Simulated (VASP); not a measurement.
Write the native input for VASP 6.6.1 that does the following.

* Task: single point
* Functional: PBE
* Dispersion: D3(BJ)
* Potentials or basis: VASP PAW PBE potentials, release 64 (Ge_d, S, Sb, Si)
* Cutoff: 520 eV
* k mesh: 3 × 4 × 3
* Occupations: fermi-dirac, width 0.1637 eV
* Spin: no spin polarisation
* Dipole correction: no
* Further INCAR settings: ALGO = Normal; EDIFF = 1e-07; NBANDS = 50

The structure of Si8GeSb3S2 lies in POSCAR:

```
Si8GeSb3S2
1.0
    6.9844320000     -0.0408370000     -0.0068710000
   -0.0408370000      6.8442120000     -0.2202700000
   -0.0068710000     -0.2202700000      7.0988770000
Ge S Sb Si
1 2 3 8
Direct
    0.4519784335      0.4929580381      0.7408718452
    0.6254884997      0.6560226382      0.4409390679
    0.3061945835      0.4495082938      0.1849392152
    0.9994215713      0.3336463544      0.5502345371
    0.1393100072      0.0970920309      0.0828863775
    0.9187989670      0.9060312793      0.3177358267
    0.3195857541      0.8026531356      0.2861281676
    0.5658323023      0.8169831430      0.0445694111
    0.1212392759      0.7574852772      0.6342698378
    0.7198885714      0.1329652718      0.1389215650
    0.4591023704      0.1811724161      0.4922543742
    0.7364282071      0.8648258835      0.6971343357
    0.3329901035      0.0072596142      0.7663918485
    0.7717261229      0.5269870188      0.0296730821
```

These files were run (other wordings do the same):

INCAR

```
  ALGO = Normal
  EDIFF = 1E-7
  ENCUT = 520
  GGA = PE
  ISIF = 2
  ISMEAR = -1
  IVDW = 12
  LASPH = True
  LCHARG = False
  LREAL = False
  LWAVE = False
  NBANDS = 50
  NELM = 60
  PREC = Accurate
  SIGMA = 0.1637
```

KPOINTS

```
k-points
0
Gamma
  3 4 3
```

Potentials or basis: VASP PAW PBE potentials, release 64 (Ge_d, S, Sb, Si).

Launch:

```bash
$ cat potpaw_PBE.64/Ge_d/POTCAR potpaw_PBE.64/S/POTCAR potpaw_PBE.64/Sb/POTCAR potpaw_PBE.64/Si/POTCAR > POTCAR
$ mpirun -np 1 vasp_std > vasp.out
```

Results of the run:

- Pressure: -3.8 GPa
- Largest force: 2.607 eV/Å
- Band gap on the k mesh: zero (an odd number of electrons rules out a gap without spin polarisation)
- Dispersion energy per atom: -0.369 eV

Caveat: the atoms stand as in a frame of molecular dynamics; spin-orbit coupling is left out, which moves the levels of the heavy elements; an odd number of electrons without spin polarisation forces a metal; a magnetic or distorted state may lie lower.

Run time: 20 min on 1 thread of AMD EPYC 7571, on a shared host, peak memory 0.53 GiB.
